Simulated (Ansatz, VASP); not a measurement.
**CdS: VASP beside Ansatz**

```
CELL_PARAMETERS angstrom
0.00000 2.86635 2.91000
2.86635 0.00000 2.91000
2.86635 2.86635 0.00000
ATOMIC_POSITIONS crystal
Cd 0.00000 0.00000 0.00000
S 0.75000 0.75000 0.75000
```

Change from the starting cell: x and y stretched by -1.5 %, z held.

Alike in both runs: task single point; functional PBE; k mesh 9 × 9 × 9; occupations fermi-dirac, width 0.03 eV; no spin polarisation.

```csv
,VASP,Ansatz
version,VASP 6.6.1,Ansatz 0.2.0
potentials or method,"VASP PAW PBE potentials, release 64 (Cd, S), cutoff 520 eV","all-electron LAPW, scalar-relativistic"
```

|  | VASP | Ansatz | Ansatz less VASP |
| --- | --- | --- | --- |
| gap on the k mesh at the Fermi level (eV) | 1.21 | 1.21 | -0.006 |
| pressure (GPa) | 5.9 | 5.5 | -0.38 |
| traceless stress, the component that is largest in VASP (GPa) | -0.14 | -0.14 | -0.004 |

Ansatz ran all-electron here, and VASP with PAW potentials.
